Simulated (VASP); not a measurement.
# GaN (Cm) in VASP: notebook

GaN is run at these levels: r2SCAN; tasks: single point.

Everything below comes from runs of VASP 6.6.1. Logs are shortened: lines on timing, memory, paths and dates and some standing lists are left out, and cuts for length are marked.

## 1. The cell of the first run

It takes space group Cm (No. 8, monoclinic). Conventional cell: a = 5.513 Å, b = 3.183 Å, c = 5.184 Å, α = 90.00°, β = 90.00°, γ = 90.00°. Ga (site symmetry m) has 4 N at 1.86 to 1.95 Å within 2.5 Å. Within 2.4 Å of Ga (site symmetry m) lie 4 N at 1.80 to 2.08 Å. N (site symmetry m) has 4 Ga at 1.80 to 2.08 Å within 2.4 Å. N (site symmetry m) has 4 Ga at 1.95 Å within 2.6 Å.

## 2. Single point, r2SCAN (atom 3 (N) moved by (+0.200, -0.100) A along y and z)

POSCAR reads:

```
GaN
1.0
    3.1830984299      0.0000000000      0.0000000000
   -1.5915492150      2.7566441030      0.0000000000
    0.0000000000      0.0000000000      5.1835962425
Ga N
2 2
Direct
    0.3333333333      0.6666666667      0.9991101046
    0.6666666667      0.3333333333      0.4991101046
    0.3696093255      0.7392186511      0.3565982694
    0.6666666667      0.3333333333      0.8758898954
```

INCAR.step1 reads:

```
SYSTEM = GaN
  ALGO = Normal
  EDIFF = 1E-4
  ENCUT = 520
  GGA = PE
  ISMEAR = 0
  LASPH = .TRUE.
  LCHARG = .FALSE.
  LREAL = .FALSE.
  LWAVE = .TRUE.
  NBANDS = 26
  NELM = 80
  PREC = Accurate
  SIGMA = 0.05
```

INCAR.step2 reads:

```
SYSTEM = GaN
  ALGO = Normal
  EDIFF = 1E-6
  ENCUT = 520
  ISIF = 2
  ISMEAR = 0
  ISTART = 1
  LASPH = .TRUE.
  LCHARG = .FALSE.
  LMIXTAU = .TRUE.
  LREAL = .FALSE.
  LWAVE = .FALSE.
  METAGGA = R2SCAN
  NBANDS = 26
  NELM = 80
  PREC = Accurate
  SIGMA = 0.05
```

KPOINTS reads:

```
k-points
0
G
  12 12 6
  0 0 0
```

Potentials or basis: VASP PAW PBE potentials, release 64 (Ga_d, N).

Started as:

```sh
> cat potpaw_PBE.64/Ga_d/POTCAR potpaw_PBE.64/N/POTCAR > POTCAR
> cp INCAR.step1 INCAR
> mpirun -np 1 vasp_std > vasp.out
> cp INCAR.step2 INCAR
> mpirun -np 1 vasp_std > vasp.out
```

OUTCAR:

```text
SYSTEM = GaN
   EDIFF = 1E-6
   ENCUT = 520
   ISIF = 2
   ISMEAR = 0
   ISTART = 1
   LASPH = .TRUE.
   LREAL = .FALSE.
   METAGGA = R2SCAN
   NELM = 80
   PREC = Accurate

 ion  position               nearest neighbor table
   1  0.333  0.667  0.999-   3 1.86   4 1.95   4 1.95   4 1.95
   2  0.667  0.333  0.499-   3 1.80   4 1.95   3 2.08   3 2.08
   3  0.370  0.739  0.357-   2 1.80   1 1.86   2 2.08   2 2.08
   4  0.667  0.333  0.876-   1 1.95   1 1.95   1 1.95   2 1.95

  LATTYP: Found a hexagonal cell.
 ALAT       =     3.1830984299
 C/A-ratio  =     1.6284750084

  Lattice vectors:

 A1 = (   3.1830984299,   0.0000000000,   0.0000000000)
 A2 = (  -1.5915492150,   2.7566441030,   0.0000000000)
 A3 = (   0.0000000000,   0.0000000000,   5.1835962425)

Analysis of symmetry for initial positions (statically):
=====================================================================
 Subroutine PRICEL returns:
 Original cell was already a primitive cell.

 Routine SETGRP: Setting up the symmetry group for a
 hexagonal supercell.

 Subroutine GETGRP returns: Found  2 space group operations
 (whereof  2 operations were pure point group operations)
 out of a pool of 24 trial point group operations.

The static configuration has the point symmetry C_1h.

Analysis of symmetry for dynamics (positions and initial velocities):
=====================================================================
 Subroutine PRICEL returns:
 Original cell was already a primitive cell.

 Routine SETGRP: Setting up the symmetry group for a
 hexagonal supercell.

 Subroutine GETGRP returns: Found  2 space group operations
 (whereof  2 operations were pure point group operations)
 out of a pool of 24 trial point group operations.

The dynamic configuration has the point symmetry C_1h.

 Subroutine INISYM returns: Found  2 space group operations
 (whereof  2 operations are pure point group operations),
 and found     1 'primitive' translations

----------------------------------------------------------------------------------------

                                     Primitive cell

  volume of cell :      45.4843

  direct lattice vectors                    reciprocal lattice vectors
     3.183098430  0.000000000  0.000000000     0.314159308  0.181379961  0.000000000
    -1.591549215  2.756644103  0.000000000     0.000000000  0.362759922  0.000000000
     0.000000000  0.000000000  5.183596243     0.000000000  0.000000000  0.192916260

  length of vectors
     3.183098430  3.183098430  5.183596243     0.362759922  0.362759922  0.192916260

  position of ions in fractional coordinates (direct lattice)
     0.333333333  0.666666667  0.999110105
     0.666666667  0.333333333  0.499110105
     0.369609326  0.739218651  0.356598269
     0.666666667  0.333333333  0.875889895

  ion indices of the primitive-cell ions
   primitive index   ion index
                 1           1
                 2           2
                 3           3
                 4           4

----------------------------------------------------------------------------------------

 KPOINTS: k-points

Automatic generation of k-mesh.
 Grid dimensions read from file:
 generate k-points for:   12   12    6

 Generating k-lattice:

  Cartesian coordinates                     Fractional coordinates (reciprocal lattice)
     0.026179942  0.015114997  0.000000000     0.083333333  0.000000000  0.000000000
     0.000000000  0.030229994  0.000000000     0.000000000  0.083333333  0.000000000
     0.000000000  0.000000000  0.032152710     0.000000000  0.000000000  0.166666667

  Length of vectors
     0.030229994  0.030229994  0.032152710

  Shift w.r.t. Gamma in fractional coordinates (k-lattice)
     0.000000000  0.000000000  0.000000000

 Subroutine IBZKPT returns following result:
 ===========================================

 Found    242 irreducible k-points:

 Following reciprocal coordinates:
            Coordinates               Weight
  0.000000  0.000000  0.000000      1.000000
  0.083333  0.000000  0.000000      4.000000
  0.000000  0.083333  0.000000      2.000000
  0.166667  0.000000  0.000000      4.000000
  0.000000  0.166667  0.000000      2.000000
  0.250000  0.000000  0.000000      4.000000
[... 16 lines left out ...]
 -0.083333  0.416667  0.000000      4.000000
 -0.416667  0.333333  0.000000      4.000000
 [... further k-points ...]
   k-points           NKPTS =    242   k-points in BZ     NKDIM =    242   number of bands    NBANDS=     26
   number of dos      NEDOS =    301   number of ions     NIONS =      4
   total plane-waves  NPLWV =  23040
   dimension x,y,z NGX =    24 NGY =   24 NGZ =   40
   dimension x,y,z NGXF=    48 NGYF=   48 NGZF=   80
   ions per type =               2   2
   NGX,Y,Z   is equivalent  to a cutoff of  12.53, 12.53, 12.83 a.u.
   NGXF,Y,Z  is equivalent  to a cutoff of  25.07, 25.07, 25.66 a.u.
 SYSTEM =  GaN
   PREC   = accura    normal or accurate (medium, high low for compatibility)
   ISTART =      1    job   : 0-new  1-cont  2-samecut
   ICHARG =      0    charge: 1-file 2-atom 10-const
   ISPIN  =      1    spin polarized calculation?
   LNONCOLLINEAR =      F non collinear calculations
   LSORBIT =      F    spin-orbit coupling
   LASPH  =      T    aspherical Exc in radial PAW
   ENCUT  =  520.0 eV  38.22 Ry    6.18 a.u.   5.92  5.92  9.64*2*pi/ulx,y,z
   NELM   =     80;   NELMIN=  2; NELMDL=  0     # of ELM steps
   EDIFF  = 0.1E-05   stopping-criterion for ELM
   LREAL  =      F    real-space projection
   EDIFFG = 0.1E-04   stopping-criterion for IOM
   NSW    =      0    number of steps for IOM
   IBRION =     -1    ionic relax: 0-MD 1-quasi-New 2-CG
   NFREE  =      0    steps in history (QN), initial steepest desc. (CG)
   ISIF   =      2    stress and relaxation
   ISYM   =      2    0-nonsym 1-usesym 2-fastsym
   POTIM  = 0.5000    time-step for ionic-motion
   TEBEG  =    0.0;   TEEND  =   0.0 temperature during run
   PSTRESS=    0.0 pullay stress
   NELECT =      36.0000    total number of electrons
   NUPDOWN=      -1.0000    fix difference up-down
   EMIN   =  10.00;   EMAX   =-10.00  energy-range for DOS
   EFERMI =   0.00;   METHOD = LEGACY
   ISMEAR =     0;   SIGMA  =   0.05  broadening in eV -4-tet -1-fermi 0-gaus
   EFERMI_NEDOS =   21; number of points for ismear=-14 and -15
   IALGO  =     38    algorithm
   IMIX   =      4    mixing-type and parameters
     AMIX     =   0.40;   BMIX     =  1.00
     AMIX_MAG =   1.60;   BMIX_MAG =  1.00
  volume/ion in A,a.u.               =      11.37        76.74
  Fermi-wavevector in a.u.,A,eV,Ry     =   1.514334  2.861676 31.200984  2.293208
  Thomas-Fermi vector in A             =   2.624005
   LORBIT       =      0    0 simple, 1 ext, 2 COOP (PROOUT), +10 PAW based schemes
   METAGGA = R2SCAN    functional components
   LHFCALC =     F    Hartree Fock is set to
   AEXX    =    0.0000 exact exchange contribution
   IVDW    =     0    specifies the selected vdW correction
   LEPSILON=     F    determine dielectric tensor
   LRPA    =     F    only Hartree local field effects (RPA)
 non-spin polarized calculation
 Gauss-broadening in eV      SIGMA  =   0.05
  energy-cutoff  :      520.00
  volume of cell :       45.48
 maximum number of plane-waves:      1248
   NGX = 11   NGY = 11   NGZ = 19

 number of electron      35.9999991 magnetization

 Free energy of the ion-electron system (eV)
  ---------------------------------------------------
  ext. energy  EPLUGINS =         0.00000000
  ---------------------------------------------------
  free energy    TOTEN  =       -43.43906605 eV

  energy without entropy =      -43.43906605  energy(sigma->0) =      -43.43906605

 E-fermi :   5.5276     XC(G=0): -12.6620

 val. band max:        5.2348793564   @ k =   0.0000   0.0000   0.0000
 cond. band min:       7.3958023152   @ k =   0.0000   0.0000   0.0000
 fundamental gap:      2.1609229588
 Fermi energy:         5.5276021395

 k-point     1 :       0.0000    0.0000    0.0000
  band No.  band energies     occupation
      1     -11.7881      2.00000
      2     -10.7466      2.00000
      3      -8.8352      2.00000
      4      -8.7555      2.00000
      5      -8.7512      2.00000
      6      -8.6379      2.00000
[... 18 lines left out ...]
     25      17.0040      0.00000
     26      18.6362      0.00000

 k-point     2 :       0.0833    0.0000    0.0000
  band No.  band energies     occupation
      1     -11.7218      2.00000
      2     -10.7276      2.00000
      3      -8.8283      2.00000
      4      -8.7554      2.00000
      5      -8.7244      2.00000
      6      -8.6266      2.00000
[... 18 lines left out ...]
     25      17.0202      0.00000
     26      18.5790      0.00000

 k-point     3 :       0.0000    0.0833    0.0000
  band No.  band energies     occupation
      1     -11.7187      2.00000
      2     -10.7293      2.00000
      3      -8.8199      2.00000
      4      -8.7433      2.00000
      5      -8.7385      2.00000
      6      -8.6281      2.00000
[... 18 lines left out ...]
     25      17.2129      0.00000
     26      18.1429      0.00000

 k-point     4 :       0.1667    0.0000    0.0000
  band No.  band energies     occupation
      1     -11.5400      2.00000
      2     -10.6793      2.00000
      3      -8.8073      2.00000
      4      -8.7407      2.00000
      5      -8.6758      2.00000
      6      -8.5989      2.00000
[... 18 lines left out ...]
     25      17.2503      0.00000
     26      18.4463      0.00000
[... 496 lines left out ...]
      1     -10.9407      2.00000
      2     -10.5608      2.00000
      3      -8.7368      2.00000
      4      -8.7062      2.00000
      5      -8.6159      2.00000
      6      -8.5473      2.00000
[... 18 lines left out ...]
     25      17.9508      0.00000
     26      19.1195      0.00000

 k-point    23 :      -0.0833    0.4167    0.0000
  band No.  band energies     occupation
      1     -10.8986      2.00000
      2     -10.5918      2.00000
      3      -8.6950      2.00000
      4      -8.6701      2.00000
      5      -8.6003      2.00000
      6      -8.5448      2.00000
[... 18 lines left out ...]
     25      17.6400      0.00000
     26      19.4003      0.00000

 k-point    24 :      -0.4167    0.3333    0.0000
  band No.  band energies     occupation
      1     -10.9489      2.00000
      2     -10.5520      2.00000
      3      -8.7582      2.00000
      4      -8.7057      2.00000
      5      -8.6206      2.00000
      6      -8.5415      2.00000
[... 18 lines left out ...]
     25      17.6177      0.00000
     26      19.4083      0.00000

 [... further k-points ...]

------------------------ aborting loop because EDIFF is reached ----------------------------------------

  FORCE on cell =-STRESS in cart. coord.  units (eV):
  Direction    XX          YY          ZZ          XY          YZ          ZX
  --------------------------------------------------------------------------------------
  -------------------------------------------------------------------------------------
  Total       -1.2104144      2.5826182      1.9924520     -0.0000000      1.7629944     -0.0000000
  in kB      -42.6366147     90.9722327     70.1837407     -0.0000000     62.1011412     -0.0000000
  external PRESSURE =      39.5064529 kB  Pullay stress =       0.0000000 kB

 VOLUME and BASIS-vectors are now :
 -----------------------------------------------------------------------------
  energy-cutoff  :      520.00
  volume of cell :       45.48
      direct lattice vectors                 reciprocal lattice vectors
     3.183098430  0.000000000  0.000000000     0.314159308  0.181379961  0.000000000
    -1.591549215  2.756644103  0.000000000     0.000000000  0.362759922  0.000000000
     0.000000000  0.000000000  5.183596243     0.000000000  0.000000000  0.192916260

 POSITION                                       TOTAL-FORCE (eV/Angst)
 -----------------------------------------------------------------------------------
     -0.00000      1.83776      5.17898        -0.000000      0.109206     -0.860937
      1.59155      0.91888      2.58719        -0.000000      2.822450      0.112005
     -0.00000      2.03776      1.84846         0.000000     -3.110441      1.396516
      1.59155      0.91888      4.54026        -0.000000      0.178785     -0.647583
 -----------------------------------------------------------------------------------
    total drift:                               -0.000003      0.003656      0.020844

  FREE ENERGIE OF THE ION-ELECTRON SYSTEM (eV)
  ---------------------------------------------------
  free  energy   TOTEN  =       -43.4390660461 eV

  energy  without entropy=      -43.4390660461  energy(sigma->0) =      -43.43906605
```

Wall time 22 min (1 thread of Oxide Virtual Turin-like, shared host); peak memory 0.32 GiB.

What came out:

| Item | Value |
| --- | --- |
| Free energy | -43.4391 eV |
| Pressure | 4.0 GPa |
| Largest force | 3.410 eV/Å |
| Band gap on the k mesh | 2.16 eV |

Forces on the atoms (eV/Å):
```
Ga   0.000  0.109 -0.861
Ga   0.000  2.822  0.112
N    0.000 -3.110  1.397
N    0.000  0.179 -0.648
```

Caveat: the cell differs from its parent crystal (atom 3 (N) moved by (+0.200, -0.100) A along y and z); the stress differs along the axes, from -4 to 9 GPa; the PAW data sets were made with another functional, which shifts forces and pressure a little.

## 3. Single point, r2SCAN (atom 3 (N) moved by (+0.200, +0.100) A along y and z)

POSCAR, as its differences from that of step 2:

```diff
@@ -10,3 +10,3 @@
     0.6666666667      0.3333333333      0.4991101046
-    0.3696093255      0.7392186511      0.3565982694
+    0.3696093255      0.7392186511      0.3951815214
     0.6666666667      0.3333333333      0.8758898954
```

INCAR.step1 reads:

```
SYSTEM = GaN
ALGO = Normal
EDIFF = 1E-4
ENCUT = 520
GGA = PE
ISMEAR = 0
LASPH = .TRUE.
LCHARG = .FALSE.
LREAL = .FALSE.
LWAVE = .TRUE.
NBANDS = 26
NELM = 60
PREC = Accurate
SIGMA = 0.05
```

INCAR.step2 reads:

```
SYSTEM = GaN
ALGO = Normal
EDIFF = 1E-6
ENCUT = 520
ISIF = 2
ISMEAR = 0
ISTART = 1
LASPH = .TRUE.
LCHARG = .FALSE.
LMIXTAU = .TRUE.
LREAL = .FALSE.
LWAVE = .FALSE.
METAGGA = R2SCAN
NBANDS = 26
NELM = 60
PREC = Accurate
SIGMA = 0.05
```

KPOINTS is that of step 2.

Potentials or basis: VASP PAW PBE potentials, release 64 (Ga_d, N).

Started as:

```sh
> cat potpaw_PBE.64/Ga_d/POTCAR potpaw_PBE.64/N/POTCAR > POTCAR
> cp INCAR.step1 INCAR
> mpirun -np 1 vasp_std > vasp.out
> cp INCAR.step2 INCAR
> mpirun -np 1 vasp_std > vasp.out
```

It took 20 min on 1 thread of Oxide Virtual Turin-like, shared host; peak memory 0.32 GiB.

Results (log left out):

* Free energy: -43.3000 eV
* Pressure: 5.1 GPa
* Largest force: 5.446 eV/Å
* Band gap on the k mesh: 2.23 eV

Forces in eV/Å, atoms in the order of the input:
```
Ga   0.000  0.279  0.502
Ga   0.000  4.453  1.195
N    0.000 -4.914 -2.349
N    0.000  0.182  0.651
```

Stress tensor (GPa, compression positive):
```
-3.51  0.00  0.00
 0.00 19.01  6.68
 0.00  6.68 -0.16
```

Levels at points of the mesh, in eV from the valence-band top:
| k point | band 15 | band 16 | band 17 | band 18 | band 19 | band 20 | band 21 | band 22 |
| --- | --- | --- | --- | --- | --- | --- | --- | --- |
| (0.00, 0.00, 0.00) | -0.88 | -0.25 | -0.02 | 0.00 | 2.23 | 4.66 | 9.48 | 10.46 |
| (0.50, 0.00, 0.00) | -4.41 | -2.95 | -1.93 | -1.23 | 5.37 | 5.82 | 5.96 | 9.25 |
| (0.00, 0.50, 0.00) | -3.92 | -2.89 | -2.64 | -1.19 | 5.40 | 6.27 | 7.27 | 9.08 |
| (0.00, 0.00, 0.50) | -1.18 | -0.65 | -0.59 | -0.24 | 4.58 | 4.66 | 8.37 | 9.64 |
| (0.50, 0.00, 0.50) | -2.49 | -2.15 | -2.02 | -1.71 | 4.72 | 5.04 | 7.42 | 8.44 |
| (0.00, 0.50, 0.50) | -2.19 | -2.02 | -1.93 | -1.69 | 4.43 | 4.79 | 8.24 | 8.53 |

Caveat: the cell differs from its parent crystal (atom 3 (N) moved by (+0.200, +0.100) A along y and z); the stress differs along the axes, from -4 to 19 GPa; the PAW data sets were made with another functional, which shifts forces and pressure a little.

## 4. Single point, r2SCAN (atom 3 (N) moved by (-0.200, -0.100) A along y and z)

POSCAR, as its differences from that of step 3:

```diff
@@ -10,3 +10,3 @@
     0.6666666667      0.3333333333      0.4991101046
-    0.3696093255      0.7392186511      0.3951815214
+    0.2970573411      0.5941146823      0.3565982694
     0.6666666667      0.3333333333      0.8758898954
```

INCAR.step1 reads:

```
ALGO = Normal
EDIFF = 1E-4
ENCUT = 520
GGA = PE
ISMEAR = 0
LASPH = T
LCHARG = F
LREAL = F
LWAVE = T
NBANDS = 26
NELM = 100
PREC = Accurate
SIGMA = 0.05
```

INCAR.step2 reads:

```
ALGO = Normal
EDIFF = 1E-7
ENCUT = 520
ISIF = 2
ISMEAR = 0
ISTART = 1
LASPH = T
LCHARG = T
LELF = T
LMIXTAU = T
LREAL = F
LVHAR = T
LWAVE = F
METAGGA = R2SCAN
NBANDS = 26
NELM = 100
PREC = Accurate
SIGMA = 0.05
```

KPOINTS reads:

```
k-points
0
Gamma
  12 12 6
```

Started as:

```sh
> cat potpaw_PBE.64/Ga_d/POTCAR potpaw_PBE.64/N/POTCAR > POTCAR
> cp INCAR.step1 INCAR
> mpirun -np 1 vasp_std > vasp.out
> cp INCAR.step2 INCAR
> mpirun -np 1 vasp_std > vasp.out
```

Wall time 28 min (1 thread of Oxide Virtual Turin-like, shared host); peak memory 0.32 GiB.

Results (log left out):

```yaml
Free_energy: -43.5449 eV
Pressure: 3.1 GPa
Largest_force: 2.236 eV/Å
Band_gap_on_the_k_mesh: 2.13 eV
```

Forces on the atoms (eV/Å):
```
Ga   0.000 -0.090 -0.870
Ga   0.000 -1.288 -0.147
N    0.000  1.500  1.658
N    0.000 -0.123 -0.641
```

Stress tensor (GPa, compression positive):
```
 5.89  0.00  0.00
 0.00 -2.94 -2.62
 0.00 -2.62  6.37
```

Levels at points of the mesh, in eV from the valence-band top:
```tsv
k point	band 14	band 15	band 16	band 17	band 18	band 19	band 20	band 21	band 22	band 23
(0.00, 0.00, 0.00)	-1.54	-0.99	-0.35	-0.19	0.00	2.13	4.77	9.43	10.40	10.59
(0.50, 0.00, 0.00)	-5.72	-4.48	-2.90	-2.75	-0.98	5.40	5.93	6.60	9.15	10.33
(0.00, 0.50, 0.00)	-4.97	-4.70	-3.08	-2.08	-1.15	5.28	5.38	5.87	9.12	10.63
(0.00, 0.00, 0.50)	-4.12	-1.07	-0.78	-0.72	-0.25	4.54	4.59	8.48	9.66	10.35
(0.50, 0.00, 0.50)	-6.98	-2.43	-2.22	-2.06	-1.60	4.43	4.55	8.01	8.74	10.26
(0.00, 0.50, 0.50)	-6.22	-2.42	-2.31	-2.28	-2.12	4.86	4.91	7.72	8.15	10.31
```

Caveat: the cell differs from its parent crystal (atom 3 (N) moved by (-0.200, -0.100) A along y and z); the stress differs along the axes, from -3 to 6 GPa; the PAW data sets were made with another functional, which shifts forces and pressure a little.

(Continued in part 2 of 2.)
